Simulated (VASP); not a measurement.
# BP (I-4m2) in VASP: further runs, part 2 of 2

VASP 6.6.1. The steps go on from the part before.

## Step 5: Single point, r2SCAN (strain +0.0100 x Voigt [0, 1, 0, 0, 0, 0])

POSCAR reads:

```
BP
1.0
    0.0000000000      2.2909494823      2.2682668142
    2.2682668142      0.0000000000      2.2682668142
    2.2682668142      2.2909494823      0.0000000000
B P
1 1
Direct
    0.0000000000      0.0000000000      0.0000000000
    0.7500000000      0.7500000000      0.7500000000
```

INCAR.step1 reads:

```
SYSTEM = BP
PREC     = Accurate       ! precision mode
ENCUT    = 520            ! plane-wave cutoff, eV
ISMEAR   = 0              ! smearing method
SIGMA    = 0.05           ! smearing width, eV
LREAL    = .FALSE.        ! projectors in reciprocal space
LASPH    = .TRUE.         ! aspherical terms in the spheres
NELM     = 100            ! most SCF steps
NBANDS   = 11             ! bands
GGA      = PE             ! functional
ALGO     = Normal         ! electronic algorithm
EDIFF    = 1E-4           ! SCF threshold, eV
LWAVE    = .TRUE.         ! write WAVECAR
LCHARG   = .FALSE.        ! write CHGCAR
```

INCAR.step2 reads:

```
SYSTEM = BP
PREC     = Accurate       ! precision mode
ENCUT    = 520            ! plane-wave cutoff, eV
EDIFF    = 1E-6           ! SCF threshold, eV
ISMEAR   = 0              ! smearing method
SIGMA    = 0.05           ! smearing width, eV
LREAL    = .FALSE.        ! projectors in reciprocal space
LASPH    = .TRUE.         ! aspherical terms in the spheres
NELM     = 100            ! most SCF steps
ALGO     = Normal         ! electronic algorithm
ISIF     = 2              ! what is computed and relaxed
LWAVE    = .FALSE.        ! write WAVECAR
LCHARG   = .TRUE.         ! write CHGCAR
METAGGA  = R2SCAN         ! meta-GGA
LMIXTAU  = .TRUE.       
LELF     = .TRUE.         ! ELF
LVHAR    = .TRUE.       
NBANDS   = 11             ! bands
ISTART   = 1
```

KPOINTS reads:

```
regular mesh
0
G
  10 10 10
  0 0 0
```

Potentials or basis: VASP PAW PBE potentials, release 64 (B, P).

The run is started by

```
> cat potpaw_PBE.64/B/POTCAR potpaw_PBE.64/P/POTCAR > POTCAR
> cp INCAR.step1 INCAR
> mpirun -np 1 vasp_std > vasp.out
> cp INCAR.step2 INCAR
> mpirun -np 1 vasp_std > vasp.out
```

OUTCAR:

```text
SYSTEM = BP
   PREC = Accurate
   ENCUT = 520
   EDIFF = 1E-6
   ISMEAR = 0
   LREAL = .FALSE.
   LASPH = .TRUE.
   NELM = 100
   ISIF = 2
   METAGGA = R2SCAN
   ISTART = 1

 ion  position               nearest neighbor table
   1  0.000  0.000  0.000-   2 1.97   2 1.97   2 1.97   2 1.97
   2  0.750  0.750  0.750-   1 1.97   1 1.97   1 1.97   1 1.97

  LATTYP: Found a body centered tetragonal cell.
 ALAT       =     3.2078136917
 C/A-ratio  =     1.4283556980

  Lattice vectors:

 A1 = (   0.0000000000,  -2.2909494823,   2.2682668142)
 A2 = (   0.0000000000,  -2.2909494823,  -2.2682668142)
[... 514 lines left out ...]
      8      17.5075      0.00000
      9      22.2342      0.00000
     10      23.2500      0.00000
     11      25.3231      0.00000

 [... further k-points ...]
[... 5 lines left out ...]
  --------------------------------------------------------------------------------------
  -------------------------------------------------------------------------------------
  Total       -0.1752555     -0.6004908     -0.1752555      0.0000000      0.0000000      0.0000000
  in kB      -11.9110041    -40.8115584    -11.9110041      0.0000000      0.0000000      0.0000000
  external PRESSURE =     -21.5445222 kB  Pullay stress =       0.0000000 kB

 VOLUME and BASIS-vectors are now :
 -----------------------------------------------------------------------------
  energy-cutoff  :      520.00
  volume of cell :       23.57
      direct lattice vectors                 reciprocal lattice vectors
     0.000000000  2.290949482  2.268266814    -0.220432621  0.218250120  0.220432621
     2.268266814  0.000000000  2.268266814     0.220432621 -0.218250120  0.220432621
     2.268266814  2.290949482  0.000000000     0.220432621  0.218250120 -0.220432621

 POSITION                                       TOTAL-FORCE (eV/Angst)
 -----------------------------------------------------------------------------------
      0.00000      0.00000      0.00000        -0.000000      0.000000      0.000000
      3.40240      3.43642      3.40240         0.000000      0.000000      0.000000
 -----------------------------------------------------------------------------------
    total drift:                               -0.000000     -0.000000     -0.000000

  FREE ENERGIE OF THE ION-ELECTRON SYSTEM (eV)
  ---------------------------------------------------
  free  energy   TOTEN  =       -17.3081342550 eV

  energy  without entropy=      -17.3081342550  energy(sigma->0) =      -17.30813425
```

OSZICAR.step1:

```text
N       E                     dE             d eps       ncg     rms          rms(c)
DAV:   1     0.945340465280E+01    0.94534E+01   -0.40998E+03  2252   0.667E+02
DAV:   2    -0.129979806982E+02   -0.22451E+02   -0.21790E+02  3031   0.110E+02
DAV:   3    -0.136154148676E+02   -0.61743E+00   -0.61599E+00  2858   0.160E+01
DAV:   4    -0.136178849704E+02   -0.24701E-02   -0.24698E-02  2634   0.119E+00
DAV:   5    -0.136178974904E+02   -0.12520E-04   -0.12520E-04  2800   0.831E-02    0.711E+00
DAV:   6    -0.130247394458E+02    0.59316E+00   -0.13654E+00  2553   0.502E+00    0.383E+00
DAV:   7    -0.129366738073E+02    0.88066E-01   -0.22423E-01  2795   0.236E+00    0.132E+00
DAV:   8    -0.129289583243E+02    0.77155E-02   -0.26288E-02  2644   0.925E-01    0.190E-01
DAV:   9    -0.129292836793E+02   -0.32535E-03   -0.71702E-04  2653   0.180E-01    0.119E-01
DAV:  10    -0.129294810218E+02   -0.19734E-03   -0.24860E-04  2536   0.990E-02    0.280E-02
DAV:  11    -0.129294916033E+02   -0.10582E-04   -0.10908E-05  1344   0.223E-02
   1 F= -.12929492E+02 E0= -.12929492E+02  d E =-.131448E-12
```

It took 27 s on 1 thread of Intel Xeon 6975P-C (Granite Rapids), shared host; peak memory 0.15 GiB.

Results:

| Property | Result |
| --- | --- |
| Free energy | -17.3081 eV |
| Pressure | -2.2 GPa |
| Band gap on the k mesh | 1.38 eV, indirect (least direct gap 3.57 eV) |

Stress tensor (GPa, compression positive):
```
-1.19  0.00  0.00
 0.00 -4.08  0.00
 0.00  0.00 -1.19
```

Caveat: the cell differs from its parent crystal (strain +0.0100 x Voigt [0, 1, 0, 0, 0, 0]); the PAW data sets were made with another functional, which shifts forces and pressure a little. A k mesh can miss the band edges.

## Step 6: Overview

| cell | gap on the mesh (eV) | pressure (GPa) |
| --- | --- | --- |
| a = 3.160, b = 3.208 Å, angles 59.5, 61.0, 59.5°, 2 atoms | 0.92 | 4.9 |
| a = 3.176, b = 3.208 Å, angles 59.7, 60.7, 59.7°, 2 atoms | 1.10 | 3.0 |
| a = 3.192, b = 3.208 Å, angles 59.8, 60.3, 59.8°, 2 atoms | 1.27 | 1.2 |
| a = 3.224, b = 3.208 Å, angles 60.2, 59.7, 60.2°, 2 atoms | 1.38 | -2.2 |

Alike in all rows: task single point; level r2SCAN; potentials or basis VASP PAW PBE potentials, release 64 (B, P); no spin polarisation; k mesh 10 × 10 × 10; cutoff (eV) 520; smearing gaussian 0.05 eV.

Caveats: the PAW data sets were made with another functional, which shifts forces and pressure a little.

Absolute energies hang on the potentials; compare differences alone.
